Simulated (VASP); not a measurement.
# Hf (P6_3/mmc) in VASP: notebook

The runs below take Hf through single point, relaxation of cell and atoms, with PBE.

Program: VASP 6.6.1. These are calculated values, not measurements. Logs are shortened: lines on timing, memory, paths and dates and some standing lists are left out, and cuts for length are marked.

## (1) The cell of the first run

It takes space group P6_3/mmc (No. 194, hexagonal). The conventional cell has a = 3.205 Å, b = 3.205 Å, c = 5.066 Å, α = 90.00°, β = 90.00°, γ = 120.00°. Within 4.1 Å of Hf (site symmetry -6m2) lie 12 Hf at 3.14 to 3.21 Å.

## (2) Single point, PBE

Input file INCAR:

```
SYSTEM = Hf
PREC     = Accurate       ! precision mode
ENCUT    = 520            ! plane-wave cutoff, eV
EDIFF    = 1E-7           ! SCF threshold, eV
ISMEAR   = 1              ! smearing method
SIGMA    = 0.1            ! smearing width, eV
LREAL    = .FALSE.        ! projectors in reciprocal space
LASPH    = .TRUE.         ! aspherical terms in the spheres
NELM     = 100            ! most SCF steps
ALGO     = Fast           ! electronic algorithm
ISIF     = 2              ! what is computed and relaxed
LWAVE    = .FALSE.        ! write WAVECAR
LCHARG   = .TRUE.         ! write CHGCAR
GGA      = PE             ! functional
LELF     = .TRUE.         ! ELF
LVHAR    = .TRUE.       
NBANDS   = 17             ! bands
```

Input file KPOINTS:

```
Automatic mesh
0
G
  18 18 10
  0 0 0
```

Input file POSCAR:

```
Hf
1.0
    3.2051051433      0.0000000000      0.0000000000
   -1.6025525717      2.7757024759      0.0000000000
    0.0000000000      0.0000000000      5.0661039813
Hf
2
Direct
    0.3333333333      0.6666666667      0.2500000000
    0.6666666667      0.3333333333      0.7500000000
```

Potentials or basis: VASP PAW PBE potentials, release 64 (Hf_pv).

Run with:

```sh
> cat potpaw_PBE.64/Hf_pv/POTCAR > POTCAR
> mpirun -np 1 vasp_std > vasp.out
```

OUTCAR:

```text
SYSTEM = Hf
   PREC = Accurate
   ENCUT = 520
   EDIFF = 1E-7
   ISMEAR = 1
   LREAL = .FALSE.
   LASPH = .TRUE.
   NELM = 100
   ISIF = 2
   GGA = PE

 ion  position               nearest neighbor table
   1  0.333  0.667  0.250-   2 3.14   2 3.14   2 3.14   2 3.14   2 3.14   2 3.14
   2  0.667  0.333  0.750-   1 3.14   1 3.14   1 3.14   1 3.14   1 3.14   1 3.14

  LATTYP: Found a hexagonal cell.
 ALAT       =     3.2051051433
 C/A-ratio  =     1.5806358153

  Lattice vectors:

 A1 = (   3.2051051433,   0.0000000000,   0.0000000000)
 A2 = (  -1.6025525717,   2.7757024759,   0.0000000000)
 A3 = (   0.0000000000,   0.0000000000,   5.0661039813)

Analysis of symmetry for initial positions (statically):
=====================================================================
 Subroutine PRICEL returns:
 Original cell was already a primitive cell.

 Routine SETGRP: Setting up the symmetry group for a
 hexagonal supercell.

 Subroutine GETGRP returns: Found 24 space group operations
 (whereof 12 operations were pure point group operations)
 out of a pool of 24 trial point group operations.

The static configuration has the point symmetry D_3d.
 The point group associated with its full space group is D_6h.

Analysis of symmetry for dynamics (positions and initial velocities):
=====================================================================
 Subroutine PRICEL returns:
 Original cell was already a primitive cell.

 Routine SETGRP: Setting up the symmetry group for a
 hexagonal supercell.

 Subroutine GETGRP returns: Found 24 space group operations
 (whereof 12 operations were pure point group operations)
 out of a pool of 24 trial point group operations.

The dynamic configuration has the point symmetry D_3d.
 The point group associated with its full space group is D_6h.

 Subroutine INISYM returns: Found 24 space group operations
 (whereof 12 operations are pure point group operations),
 and found     1 'primitive' translations

----------------------------------------------------------------------------------------

                                     Primitive cell

  volume of cell :      45.0702

  direct lattice vectors                    reciprocal lattice vectors
     3.205105143  0.000000000  0.000000000     0.312002245  0.180134580  0.000000000
    -1.602552572  2.775702476  0.000000000     0.000000000  0.360269160  0.000000000
     0.000000000  0.000000000  5.066103981     0.000000000  0.000000000  0.197390342

  length of vectors
     3.205105143  3.205105143  5.066103981     0.360269160  0.360269160  0.197390342

  position of ions in fractional coordinates (direct lattice)
     0.333333333  0.666666667  0.250000000
     0.666666667  0.333333333  0.750000000

  ion indices of the primitive-cell ions
   primitive index   ion index
                 1           1
                 2           2

----------------------------------------------------------------------------------------

 KPOINTS: Automatic mesh

Automatic generation of k-mesh.
 Grid dimensions read from file:
 generate k-points for:   18   18   10

 Generating k-lattice:

  Cartesian coordinates                     Fractional coordinates (reciprocal lattice)
     0.017333458  0.010007477  0.000000000     0.055555556  0.000000000  0.000000000
     0.000000000  0.020014953  0.000000000     0.000000000  0.055555556  0.000000000
     0.000000000  0.000000000  0.019739034     0.000000000  0.000000000  0.100000000

  Length of vectors
     0.020014953  0.020014953  0.019739034

  Shift w.r.t. Gamma in fractional coordinates (k-lattice)
     0.000000000  0.000000000  0.000000000

 Subroutine IBZKPT returns following result:
 ===========================================

 Found    222 irreducible k-points:

 Following reciprocal coordinates:
            Coordinates               Weight
  0.000000  0.000000  0.000000      1.000000
  0.055556 -0.000000  0.000000      6.000000
  0.111111 -0.000000  0.000000      6.000000
  0.166667 -0.000000  0.000000      6.000000
  0.222222 -0.000000  0.000000      6.000000
  0.277778 -0.000000  0.000000      6.000000
[... 16 lines left out ...]
  0.333333  0.111111  0.000000     12.000000
  0.388889  0.111111  0.000000     12.000000
 [... further k-points ...]
   k-points           NKPTS =    222   k-points in BZ     NKDIM =    222   number of bands    NBANDS=     17
   number of dos      NEDOS =    301   number of ions     NIONS =      2
   total plane-waves  NPLWV =  23040
   dimension x,y,z NGX =    24 NGY =   24 NGZ =   40
   dimension x,y,z NGXF=    48 NGYF=   48 NGZF=   80
   ions per type =               2
   NGX,Y,Z   is equivalent  to a cutoff of  12.45, 12.45, 13.13 a.u.
   NGXF,Y,Z  is equivalent  to a cutoff of  24.90, 24.90, 26.25 a.u.
 SYSTEM =  Hf
   PREC   = accura    normal or accurate (medium, high low for compatibility)
   ISTART =      0    job   : 0-new  1-cont  2-samecut
   ICHARG =      2    charge: 1-file 2-atom 10-const
   ISPIN  =      1    spin polarized calculation?
   LNONCOLLINEAR =      F non collinear calculations
   LSORBIT =      F    spin-orbit coupling
   LASPH  =      T    aspherical Exc in radial PAW
   ENCUT  =  520.0 eV  38.22 Ry    6.18 a.u.   5.96  5.96  9.42*2*pi/ulx,y,z
   NELM   =    100;   NELMIN=  2; NELMDL= -5     # of ELM steps
   EDIFF  = 0.1E-06   stopping-criterion for ELM
   LREAL  =      F    real-space projection
   EDIFFG = 0.1E-05   stopping-criterion for IOM
   NSW    =      0    number of steps for IOM
   IBRION =     -1    ionic relax: 0-MD 1-quasi-New 2-CG
   NFREE  =      0    steps in history (QN), initial steepest desc. (CG)
   ISIF   =      2    stress and relaxation
   ISYM   =      2    0-nonsym 1-usesym 2-fastsym
   POTIM  = 0.5000    time-step for ionic-motion
   TEBEG  =    0.0;   TEEND  =   0.0 temperature during run
   PSTRESS=    0.0 pullay stress
   NELECT =      20.0000    total number of electrons
   NUPDOWN=      -1.0000    fix difference up-down
   EMIN   =  10.00;   EMAX   =-10.00  energy-range for DOS
   EFERMI =   0.00;   METHOD = LEGACY
   ISMEAR =     1;   SIGMA  =   0.10  broadening in eV -4-tet -1-fermi 0-gaus
   EFERMI_NEDOS =   21; number of points for ismear=-14 and -15
   IALGO  =     68    algorithm
   IMIX   =      4    mixing-type and parameters
     AMIX     =   0.40;   BMIX     =  1.00
     AMIX_MAG =   1.60;   BMIX_MAG =  1.00
  volume/ion in A,a.u.               =      22.54       152.07
  Fermi-wavevector in a.u.,A,eV,Ry     =   1.248691  2.359684 21.214610  1.559230
  Thomas-Fermi vector in A             =   2.382766
   LORBIT       =      0    0 simple, 1 ext, 2 COOP (PROOUT), +10 PAW based schemes
   GGA     = PE    functional components
   LHFCALC =     F    Hartree Fock is set to
   AEXX    =    0.0000 exact exchange contribution
   IVDW    =     0    specifies the selected vdW correction
   LEPSILON=     F    determine dielectric tensor
   LRPA    =     F    only Hartree local field effects (RPA)
 non-spin polarized calculation
 RMM-DIIS sequential band-by-band and
 Methfessel and Paxton  Order N= 1 SIGMA  =   0.10
  energy-cutoff  :      520.00
  volume of cell :       45.07
 maximum number of plane-waves:      1236
 NGX is ok and might be reduce to    24
   NGX = 11   NGY = 11   NGZ = 19

 number of electron      20.0000005 magnetization

 Free energy of the ion-electron system (eV)
  ---------------------------------------------------
  ext. energy  EPLUGINS =         0.00000000
  ---------------------------------------------------
  free energy    TOTEN  =       -19.85040587 eV

  energy without entropy =      -19.85072877  energy(sigma->0) =      -19.85051350

 E-fermi :   4.8872     XC(G=0): -11.2501

 val. band max:        4.8837509923   @ k =   0.1667  -0.0000   0.4000
 cond. band min:       4.8960385149   @ k =   0.2778   0.2778   0.4000
 fundamental gap:      0.0122875226
 Fermi energy:         4.8871810468

 k-point     1 :       0.0000    0.0000    0.0000
  band No.  band energies     occupation
      1     -26.2158      2.00000
      2     -25.4882      2.00000
      3     -25.4882      2.00000
      4     -25.3684      2.00000
      5     -25.3627      2.00000
      6     -25.3627      2.00000
[... 9 lines left out ...]
     16       7.4823      0.00000
     17      10.1604      0.00000

 k-point     2 :       0.0556   -0.0000    0.0000
  band No.  band energies     occupation
      1     -26.2080      2.00000
      2     -25.5049      2.00000
      3     -25.4938      2.00000
      4     -25.3804      2.00000
      5     -25.3720      2.00000
      6     -25.3649      2.00000
[... 9 lines left out ...]
     16       7.3912      0.00000
     17      10.2431      0.00000

 k-point     3 :       0.1111   -0.0000    0.0000
  band No.  band energies     occupation
      1     -26.1849      2.00000
      2     -25.5529      2.00000
      3     -25.5098      2.00000
      4     -25.4307      2.00000
      5     -25.3828      2.00000
      6     -25.3715      2.00000
[... 9 lines left out ...]
     16       7.1894      0.00000
     17      10.4205      0.00000

 k-point     4 :       0.1667   -0.0000    0.0000
  band No.  band energies     occupation
      1     -26.1481      2.00000
      2     -25.6266      2.00000
      3     -25.5337      2.00000
      4     -25.5061      2.00000
      5     -25.4010      2.00000
      6     -25.3822      2.00000
[... 9 lines left out ...]
     16       7.5886      0.00000
     17      10.6442      0.00000
[... 343 lines left out ...]
      1     -25.9650      2.00000
      2     -25.8935      2.00000
      3     -25.7942      2.00000
      4     -25.6290      2.00000
      5     -25.5072      2.00000
      6     -25.4638      2.00000
[... 9 lines left out ...]
     16      10.0591      0.00000
     17      10.9562      0.00000

 k-point    23 :       0.3333    0.1111    0.0000
  band No.  band energies     occupation
      1     -25.9621      2.00000
      2     -25.9069      2.00000
      3     -25.8399      2.00000
      4     -25.6635      2.00000
      5     -25.5475      2.00000
      6     -25.4793      2.00000
[... 9 lines left out ...]
     16      10.8480      0.00000
     17      11.0109      0.00000

 k-point    24 :       0.3889    0.1111    0.0000
  band No.  band energies     occupation
      1     -26.0065      2.00000
      2     -25.8696      2.00000
      3     -25.8598      2.00000
      4     -25.6858      2.00000
      5     -25.5829      2.00000
      6     -25.4894      2.00000
[... 9 lines left out ...]
     16      11.0406      0.00000
     17      11.5404      0.00000

 [... further k-points ...]

------------------------ aborting loop because EDIFF is reached ----------------------------------------

  FORCE on cell =-STRESS in cart. coord.  units (eV):
  Direction    XX          YY          ZZ          XY          YZ          ZX
  --------------------------------------------------------------------------------------
  -------------------------------------------------------------------------------------
  Total       -0.1139482     -0.1139482     -0.1492244      0.0000000     -0.0000000     -0.0000000
  in kB       -4.0506868     -4.0506868     -5.3047050      0.0000000     -0.0000000     -0.0000000
  external PRESSURE =      -4.4686929 kB  Pullay stress =       0.0000000 kB

 VOLUME and BASIS-vectors are now :
 -----------------------------------------------------------------------------
  energy-cutoff  :      520.00
  volume of cell :       45.07
      direct lattice vectors                 reciprocal lattice vectors
     3.205105143  0.000000000  0.000000000     0.312002245  0.180134580  0.000000000
    -1.602552572  2.775702476  0.000000000     0.000000000  0.360269160  0.000000000
     0.000000000  0.000000000  5.066103981     0.000000000  0.000000000  0.197390342

 POSITION                                       TOTAL-FORCE (eV/Angst)
 -----------------------------------------------------------------------------------
     -0.00000      1.85047      1.26653        -0.000000      0.000000      0.000000
      1.60255      0.92523      3.79958         0.000000      0.000000      0.000000
 -----------------------------------------------------------------------------------
    total drift:                                0.000000     -0.000000      0.000000

  FREE ENERGIE OF THE ION-ELECTRON SYSTEM (eV)
  ---------------------------------------------------
  free  energy   TOTEN  =       -19.8504058719 eV

  energy  without entropy=      -19.8507287656  energy(sigma->0) =      -19.85051350
```

It took 84 s on 1 thread of Intel Xeon Platinum 8559C (Emerald Rapids), shared host; peak memory 0.26 GiB.

What came out:

- Free energy: -19.8504 eV
- Pressure: -0.4 GPa
- Band gap on the k mesh: zero (bands 10 and 11 overlap by 1.61 eV)

Caveat: spin-orbit coupling is left out, which moves the levels of the heavy elements.

## (3) Relaxation of cell and atoms, PBE

This run uses another cell than the first one, of 22.38 Å³/atom.

Input file INCAR:

```
SYSTEM = Hf
PREC = Accurate
ENCUT = 600
EDIFF = 1E-6
ISMEAR = 1
SIGMA = 0.1
LREAL = .False.
LASPH = .True.
NELM = 60
ALGO = Fast
ISIF = 3
LWAVE = .False.
LCHARG = .False.
GGA = PE
IBRION = 2
NSW = 80
EDIFFG = -0.01
```

Input file KPOINTS:

```
regular mesh
0
Gamma
  18 18 10
  0 0 0
```

Input file POSCAR:

```
Hf
1.0
    3.1967000000      0.0000000000      0.0000000000
   -1.5983500000      2.7684234083      0.0000000000
    0.0000000000      0.0000000000      5.0578000000
Hf
2
Direct
    0.3333333333      0.6666666667      0.2500000000
    0.6666666667      0.3333333333      0.7500000000
```

Potentials or basis: VASP PAW PBE potentials, release 64 (Hf_pv).

Run with:

```sh
> cat potpaw_PBE.64/Hf_pv/POTCAR > POTCAR
> mpirun -np 1 vasp_std > vasp.out
```

It took 4.4 min on 1 thread of Intel Xeon Platinum 8559C (Emerald Rapids), shared host; peak memory 0.3 GiB.

It converged, with:

| Item | Value |
| --- | --- |
| Free energy | -19.8511 eV |
| Relaxed volume | 22.45 Å³/atom |
| Relaxed cell | a = 3.201 Å, b = 3.201 Å, c = 5.057 Å, α = 90.00°, β = 90.00°, γ = 120.00° |
| Space group after relaxing (to 0.1 Å) | P6_3/mmc (No. 194) |
| Energy gained by relaxing | 0.1 meV/atom |
| Ionic steps | 8 |
| Pressure after relaxing | 0.0 GPa |
| Band gap on the k mesh | zero (bands 10 and 11 overlap by 1.61 eV) |

The path:
```tsv
step	energy change (eV)	largest force (eV/Å)	pressure (GPa)	volume (Å³)
1	0.0000	0.0000	0.40	44.76
2	0.0003	0.0000	-0.57	45.12
3	-0.0001	0.0000	0.03	44.89
4	-0.0001	0.0000	-0.06	44.91
5	-0.0001	0.0000	-0.05	44.90
6	-0.0001	0.0000	-0.04	44.90
7	-0.0001	0.0000	-0.04	44.89
8	-0.0002	0.0000	0.00	44.89
```

Final structure:
```
Hf
1.0
     3.20148    0.00000    0.00000
    -1.60074    2.77256    0.00000
     0.00000    0.00000    5.05733
Hf
2
Direct
  0.33333 0.66667 0.25000
  0.66667 0.33333 0.75000
```

Levels at points of the mesh, in eV from the Fermi level:
| k point | band 7 | band 8 | band 9 | band 10 | band 11 | band 12 | band 13 | band 14 |
| --- | --- | --- | --- | --- | --- | --- | --- | --- |
| (0.00, 0.00, 0.00) | -7.39 | -3.71 | 0.62 | 1.16 | 1.16 | 1.45 | 1.98 | 1.98 |
| (0.50, 0.00, 0.00) | -3.37 | -2.75 | -2.24 | -0.83 | 0.76 | 0.85 | 1.66 | 5.84 |
| (0.00, 0.00, 0.50) | -5.41 | -5.41 | 0.13 | 0.13 | 1.04 | 1.04 | 1.04 | 1.04 |
| (0.50, 0.00, 0.50) | -3.42 | -3.42 | -1.00 | -1.00 | 1.15 | 1.15 | 2.61 | 2.61 |

Caveat: spin-orbit coupling is left out, which moves the levels of the heavy elements.
